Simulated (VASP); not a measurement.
# HPt3 in VASP: further runs

Runs on HPt3. Level: PBEsol. Tasks: relaxation of the atoms.

Program: VASP 6.6.1. These are calculated values, not measurements. Logs are shortened: lines on timing, memory, paths and dates and some standing lists are left out, and cuts for length are marked.

## Step 1: The cell of the first run

The cell holds a slab with vacuum, 4 atoms: a = 2.770 Å, b = 2.770 Å, c = 19.298 Å, α = 90.00°, β = 90.00°, γ = 90.00°.

## Step 2: Relaxation of the atoms, PBEsol

Input file INCAR:

```
ALGO = Normal
DIPOL = 0.5 0.5 0.343
EDIFF = 1E-7
EDIFFG = -0.025
ENCUT = 520
GGA = PS
IBRION = 2
IDIPOL = 3
ISIF = 2
ISMEAR = 0
LASPH = T
LCHARG = F
LDIPOL = T
LREAL = F
LWAVE = F
NELM = 60
NSW = 36
PREC = Accurate
SIGMA = 0.1
```

Input file KPOINTS:

```
k-points
0
Gamma
  10 10 1
```

Input file POSCAR:

```
HPt3
1.0
    2.7704032196      0.0000000000      0.0000000000
    0.0000000000      2.7704032196      0.0000000000
    0.0000000000      0.0000000000     19.2978325186
Pt H
3 1
Selective dynamics
Direct
    0.5000000000      0.5000000000      0.2072771642  F F F
    0.0000000000      0.0000000000      0.3057065440  F F F
    0.5000000000      0.5000000000      0.4040781529  F F F
    0.8333333333      0.8333333333      0.4535939132  F F T
```

Potentials or basis: VASP PAW PBE potentials, release 64 (Pt, H).

Launch:

```
cat potpaw_PBE.64/Pt/POTCAR potpaw_PBE.64/H/POTCAR > POTCAR
mpirun -np 1 vasp_std > vasp.out
```

OUTCAR:

```text
EDIFF = 1E-7
   EDIFFG = -0.025
   ENCUT = 520
   GGA = PS
   IBRION = 2
   ISIF = 2
   ISMEAR = 0
   LASPH = T
   LREAL = F
   NELM = 60
   NSW = 36
   PREC = Accurate

 ion  position               nearest neighbor table
   1  0.500  0.500  0.207-   2 2.73   2 2.73   2 2.73   2 2.73
   2  0.000  0.000  0.306-   3 2.73   3 2.73   3 2.73   3 2.73   1 2.73   1 2.73   1 2.73   1 2.73

   3  0.500  0.500  0.404-   4 1.62   2 2.73   2 2.73   2 2.73   2 2.73
   4  0.833  0.833  0.454-   3 1.62

  LATTYP: Found a simple tetragonal cell.
 ALAT       =     2.7704032196
 C/A-ratio  =     6.9657125656

  Lattice vectors:

 A1 = (   2.7704032196,   0.0000000000,   0.0000000000)
 A2 = (   0.0000000000,   2.7704032196,   0.0000000000)
 A3 = (   0.0000000000,   0.0000000000,  19.2978325186)

Analysis of symmetry for initial positions (statically):
=====================================================================
 Subroutine PRICEL returns:
 Original cell was already a primitive cell.

 Routine SETGRP: Setting up the symmetry group for a
 simple tetragonal supercell.

 Subroutine GETGRP returns: Found  2 space group operations
 (whereof  2 operations were pure point group operations)
 out of a pool of 16 trial point group operations.

The static configuration has the point symmetry C_1h.

Analysis of symmetry for dynamics (positions and initial velocities):
=====================================================================
 Subroutine PRICEL returns:
 Original cell was already a primitive cell.

 Routine SETGRP: Setting up the symmetry group for a
 simple tetragonal supercell.

 Subroutine GETGRP returns: Found  2 space group operations
 (whereof  2 operations were pure point group operations)
 out of a pool of 16 trial point group operations.

The dynamic configuration has the point symmetry C_1h.

Analysis of constrained symmetry for selective dynamics:
=====================================================================
 Subroutine PRICEL returns:
 Original cell was already a primitive cell.

 Routine SETGRP: Setting up the symmetry group for a
 simple tetragonal supercell.

 Subroutine GETGRP returns: Found  2 space group operations
 (whereof  2 operations were pure point group operations)
 out of a pool of 16 trial point group operations.

The constrained configuration has the point symmetry C_1h.

 Subroutine INISYM returns: Found  2 space group operations
 (whereof  2 operations are pure point group operations),
 and found     1 'primitive' translations

----------------------------------------------------------------------------------------

                                     Primitive cell

  volume of cell :     148.1135

  direct lattice vectors                    reciprocal lattice vectors
     2.770403220  0.000000000  0.000000000     0.360958287  0.000000000  0.000000000
     0.000000000  2.770403220  0.000000000     0.000000000  0.360958287  0.000000000
     0.000000000  0.000000000 19.297832519     0.000000000  0.000000000  0.051819291

  length of vectors
     2.770403220  2.770403220 19.297832519     0.360958287  0.360958287  0.051819291

  position of ions in fractional coordinates (direct lattice)
     0.500000000  0.500000000  0.207277164
     0.000000000  0.000000000  0.305706544
     0.500000000  0.500000000  0.404078153
     0.833333333  0.833333333  0.453593913

  ion indices of the primitive-cell ions
   primitive index   ion index
                 1           1
                 2           2
                 3           3
                 4           4

----------------------------------------------------------------------------------------

 KPOINTS: k-points

Automatic generation of k-mesh.
 Grid dimensions read from file:
 generate k-points for:   10   10    1

 Generating k-lattice:

  Cartesian coordinates                     Fractional coordinates (reciprocal lattice)
     0.036095829  0.000000000  0.000000000     0.100000000  0.000000000  0.000000000
     0.000000000  0.036095829  0.000000000     0.000000000  0.100000000  0.000000000
     0.000000000  0.000000000  0.051819291     0.000000000  0.000000000  1.000000000

  Length of vectors
     0.036095829  0.036095829  0.051819291

  Shift w.r.t. Gamma in fractional coordinates (k-lattice)
     0.000000000  0.000000000  0.000000000

 Subroutine IBZKPT returns following result:
 ===========================================

 Found     31 irreducible k-points:

 Following reciprocal coordinates:
            Coordinates               Weight
  0.000000  0.000000  0.000000      1.000000
  0.100000  0.000000  0.000000      4.000000
  0.200000  0.000000  0.000000      4.000000
  0.300000  0.000000  0.000000      4.000000
  0.400000  0.000000  0.000000      4.000000
  0.500000  0.000000  0.000000      2.000000
[... 16 lines left out ...]
  0.300000  0.300000  0.000000      2.000000
 -0.300000  0.300000  0.000000      2.000000
 [... further k-points ...]
   k-points           NKPTS =     31   k-points in BZ     NKDIM =     31   number of bands    NBANDS=     19
   number of dos      NEDOS =    301   number of ions     NIONS =      4
   total plane-waves  NPLWV =  82944
   dimension x,y,z NGX =    24 NGY =   24 NGZ =  144
   dimension x,y,z NGXF=    48 NGYF=   48 NGZF=  288
   ions per type =               3   1
   NGX,Y,Z   is equivalent  to a cutoff of  14.40, 14.40, 12.41 a.u.
   NGXF,Y,Z  is equivalent  to a cutoff of  28.80, 28.80, 24.81 a.u.
 SYSTEM =  unknown system
   PREC   = accura    normal or accurate (medium, high low for compatibility)
   ISTART =      0    job   : 0-new  1-cont  2-samecut
   ICHARG =      2    charge: 1-file 2-atom 10-const
   ISPIN  =      1    spin polarized calculation?
   LNONCOLLINEAR =      F non collinear calculations
   LSORBIT =      F    spin-orbit coupling
   LASPH  =      T    aspherical Exc in radial PAW
   ENCUT  =  520.0 eV  38.22 Ry    6.18 a.u.   5.15  5.15 35.88*2*pi/ulx,y,z
   NELM   =     60;   NELMIN=  2; NELMDL= -5     # of ELM steps
   EDIFF  = 0.1E-06   stopping-criterion for ELM
   LREAL  =      F    real-space projection
   EDIFFG = -.3E-01   stopping-criterion for IOM
   NSW    =     36    number of steps for IOM
   IBRION =      2    ionic relax: 0-MD 1-quasi-New 2-CG
   NFREE  =      1    steps in history (QN), initial steepest desc. (CG)
   ISIF   =      2    stress and relaxation
   ISYM   =      2    0-nonsym 1-usesym 2-fastsym
   POTIM  = 0.5000    time-step for ionic-motion
   TEBEG  =    0.0;   TEEND  =   0.0 temperature during run
   PSTRESS=    0.0 pullay stress
   NELECT =      31.0000    total number of electrons
   NUPDOWN=      -1.0000    fix difference up-down
   EMIN   =  10.00;   EMAX   =-10.00  energy-range for DOS
   EFERMI =   0.00;   METHOD = LEGACY
   ISMEAR =     0;   SIGMA  =   0.10  broadening in eV -4-tet -1-fermi 0-gaus
   EFERMI_NEDOS =   21; number of points for ismear=-14 and -15
   IALGO  =     38    algorithm
   IMIX   =      4    mixing-type and parameters
     AMIX     =   0.40;   BMIX     =  1.00
     AMIX_MAG =   1.60;   BMIX_MAG =  1.00
  volume/ion in A,a.u.               =      37.03       249.88
  Fermi-wavevector in a.u.,A,eV,Ry     =   0.971995  1.836804 12.854426  0.944774
  Thomas-Fermi vector in A             =   2.102257
   LORBIT       =      0    0 simple, 1 ext, 2 COOP (PROOUT), +10 PAW based schemes
   GGA     = PS    functional components
   LHFCALC =     F    Hartree Fock is set to
   AEXX    =    0.0000 exact exchange contribution
   IVDW    =     0    specifies the selected vdW correction
   LEPSILON=     F    determine dielectric tensor
   LRPA    =     F    only Hartree local field effects (RPA)
 conjugate gradient relaxation of ions
 non-spin polarized calculation
 Gauss-broadening in eV      SIGMA  =   0.10
  energy-cutoff  :      520.00
  volume of cell :      148.11
 maximum number of plane-waves:      4015
 NGX is ok and might be reduce to    24
   NGX = 11   NGY = 11   NGZ = 71

 dipolmoment           0.000000      0.000000      0.046887 electrons x Angstroem

--------------------------------------- Ionic step        1  -------------------------------------------

 number of electron      30.9999998 magnetization

 Free energy of the ion-electron system (eV)
  ---------------------------------------------------
  ext. energy  EPLUGINS =         0.00000000
  ---------------------------------------------------
  free energy    TOTEN  =       -22.51428452 eV

  energy without entropy =      -22.48154626  energy(sigma->0) =      -22.49791539

------------------------ aborting loop because EDIFF is reached ----------------------------------------

  FORCE on cell =-STRESS in cart. coord.  units (eV):
  Direction    XX          YY          ZZ          XY          YZ          ZX
  --------------------------------------------------------------------------------------
  -------------------------------------------------------------------------------------
  Total       -2.1622340     -2.1622340      1.8229050      0.6752174      0.3309045      0.3309064
  in kB      -23.3893838    -23.3893838     19.7187839      7.3039823      3.5794699      3.5794911
  external PRESSURE =      -9.0199946 kB  Pullay stress =       0.0000000 kB
[... 61 lines left out ...]
  energy  without entropy=      -22.4833859419  energy(sigma->0) =      -22.49976613

--------------------------------------- Ionic step        3  -------------------------------------------

 number of electron      30.9999997 magnetization

 dipolmoment           0.000000      0.000000     -0.015232 electrons x Angstroem

 Free energy of the ion-electron system (eV)
  ---------------------------------------------------
  ext. energy  EPLUGINS =         0.00000000
  ---------------------------------------------------
  free energy    TOTEN  =       -22.51786024 eV

  energy without entropy =      -22.48505950  energy(sigma->0) =      -22.50145987

 E-fermi :  -0.3601     XC(G=0):  -5.2525

 val. band max:       -0.3622982331   @ k =   0.5000   0.2000   0.0000
 cond. band min:      -0.3562324933   @ k =   0.4000   0.1000   0.0000
 fundamental gap:      0.0060657399
 Fermi energy:        -0.3601194274

 k-point     1 :       0.0000    0.0000    0.0000
  band No.  band energies     occupation
      1     -10.1784      2.00000
      2      -8.2768      2.00000
      3      -7.0071      2.00000
      4      -6.7966      2.00000
      5      -5.5062      2.00000
      6      -4.3919      2.00000
[... 11 lines left out ...]
     18      -0.2847      0.28609
     19       0.9486      0.00000
[... 489 lines left out ...]
      3      -5.8430      2.00000
      4      -5.8353      2.00000
      5      -5.5520      2.00000
      6      -4.6047      2.00000
[... 11 lines left out ...]
     18       2.8674      0.00000
     19       5.5121      0.00000

 [... further k-points ...]

------------------------ aborting loop because EDIFF is reached ----------------------------------------

 vacuum level on the upper side and lower side of the slab       (xc-potential included)        -0.184         0.165

  FORCE on cell =-STRESS in cart. coord.  units (eV):
  Direction    XX          YY          ZZ          XY          YZ          ZX
  --------------------------------------------------------------------------------------
  -------------------------------------------------------------------------------------
  Total       -2.3578681     -2.3578681      1.5654234      0.5444490      0.1649917      0.1649930
  in kB      -25.5056032    -25.5056032     16.9335459      5.8894300      1.7847536      1.7847676
  external PRESSURE =     -11.3592201 kB  Pullay stress =       0.0000000 kB

 VOLUME and BASIS-vectors are now :
 -----------------------------------------------------------------------------
  energy-cutoff  :      520.00
  volume of cell :      148.11
      direct lattice vectors                 reciprocal lattice vectors
     2.770403220  0.000000000  0.000000000     0.360958287  0.000000000  0.000000000
     0.000000000  2.770403220  0.000000000     0.000000000  0.360958287  0.000000000
     0.000000000  0.000000000 19.297832519     0.000000000  0.000000000  0.051819291
[... 10 lines left out ...]
  FREE ENERGIE OF THE ION-ELECTRON SYSTEM (eV)
  ---------------------------------------------------
  free  energy   TOTEN  =       -22.5178602406 eV

  energy  without entropy=      -22.4850594992  energy(sigma->0) =      -22.50145987

 reached required accuracy - stopping structural energy minimisation

 vacuum level on the upper side and lower side of the slab         5.053         5.413
```

Run time: 5 min. Hardware: 1 thread of Intel Xeon Platinum 8259CL at 2.50GHz (Skylake/Cascade Lake), shared host; peak memory 0.32 GiB.

What came out:

```
Free energy               : -22.5179 eV
Energy gained by relaxing : 0.9 meV/atom
Ionic steps               : 3
Band gap on the k mesh    : zero (an odd number of electrons rules out a gap without spin polarisation)
```

Step by step:
```csv
step,energy change (eV),largest force on free atoms (eV/Å),pressure (GPa)
1,0.0000,0.2138,-0.90
2,-0.0019,0.1476,-0.97
3,-0.0036,0.0020,-1.14
```

Final structure:
```cif
data_structure
_symmetry_space_group_name_H-M 'P 1'
_symmetry_Int_Tables_number 1
_cell_length_a 2.7704
_cell_length_b 2.7704
_cell_length_c 19.2978
_cell_angle_alpha 90.000
_cell_angle_beta 90.000
_cell_angle_gamma 90.000
_cell_volume 148.11
loop_
_atom_site_label
_atom_site_type_symbol
_atom_site_fract_x
_atom_site_fract_y
_atom_site_fract_z
_atom_site_occupancy
Pt1 Pt 0.50000 0.50000 0.20728 1
Pt2 Pt 0.00000 0.00000 0.30571 1
Pt3 Pt 0.50000 0.50000 0.40408 1
H1 H 0.83333 0.83333 0.45532 1
```

Levels at points of the mesh, in eV from the Fermi level:
```csv
k point,band 12,band 13,band 14,band 15,band 16,band 17,band 18,band 19
"(0.00, 0.00, 0.00)",-1.55,-1.48,-1.44,-0.62,-0.01,0.07,0.08,1.31
"(0.50, 0.00, 0.00)",-1.34,-0.84,-0.48,-0.27,-0.06,1.53,1.64,2.74
"(0.50, 0.50, 0.00)",-0.29,0.39,0.55,0.96,1.79,3.22,4.87,7.08
```

Caveat: the PAW data sets were made with another functional, which shifts forces and pressure a little; spin-orbit coupling is left out, which moves the levels of the heavy elements.

## Step 3: Relaxation of the atoms, PBEsol

Input file INCAR:

```
SYSTEM = HPt3
  ALGO = Normal
  DIPOL = 0.5 0.5 0.349
  EDIFF = 1E-6
  EDIFFG = -0.025
  ENCUT = 520
  GGA = PS
  IBRION = 2
  IDIPOL = 3
  ISIF = 2
  ISMEAR = 0
  LASPH = .TRUE.
  LCHARG = .FALSE.
  LDIPOL = .TRUE.
  LREAL = .FALSE.
  LWAVE = .FALSE.
  NELM = 100
  NSW = 36
  PREC = Accurate
  SIGMA = 0.1
```

Input file KPOINTS:

```
k-points
0
G
  10 10 1
  0 0 0
```

POSCAR: that of step 2 with these lines changed.

```diff
@@ -12,2 +12,2 @@
     0.5000000000      0.5000000000      0.4040781529  F F F
-    0.8333333333      0.8333333333      0.4535939132  F F T
+    0.6666666667      0.6666666667      0.4773854114  F F T
```

Potentials or basis: VASP PAW PBE potentials, release 64 (Pt, H).

Launch:

```
cat potpaw_PBE.64/Pt/POTCAR potpaw_PBE.64/H/POTCAR > POTCAR
mpirun -np 1 vasp_std > vasp.out
```

It took 3.1 min on 1 thread of Oxide Virtual Turin-like, shared host; peak memory 0.29 GiB.

The run converged. Its results:

* Free energy: -22.5120 eV
* Energy gained by relaxing: 0.5 meV/atom
* Ionic steps: 3
* Band gap on the k mesh: zero (an odd number of electrons rules out a gap without spin polarisation)

The path:
| step | energy change (eV) | largest force on free atoms (eV/Å) | pressure (GPa) |
| --- | --- | --- | --- |
| 1 | 0.0000 | 0.2549 | -1.18 |
| 2 | -0.0019 | 0.0635 | -1.31 |
| 3 | -0.0021 | 0.0004 | -1.36 |

Final structure:
```
CELL_PARAMETERS angstrom
2.77040 0.00000 0.00000
0.00000 2.77040 0.00000
0.00000 0.00000 19.29783
ATOMIC_POSITIONS crystal
Pt 0.50000 0.50000 0.20728
Pt 0.00000 0.00000 0.30571
Pt 0.50000 0.50000 0.40408
H 0.66667 0.66667 0.47824
```

Levels at points of the mesh, in eV from the Fermi level:
```
           k point  band 13  band 14  band 15  band 16  band 17  band 18  band 19
(0.00, 0.00, 0.00)    -1.48    -1.41    -0.52    -0.01     0.03     0.06     1.22
(0.50, 0.00, 0.00)    -1.16    -0.34    -0.12     0.18     1.12     1.66     2.15
(0.50, 0.50, 0.00)     0.35     0.63     0.95     2.22     3.35     4.46     7.25
```

Caveat: the PAW data sets were made with another functional, which shifts forces and pressure a little; spin-orbit coupling is left out, which moves the levels of the heavy elements.
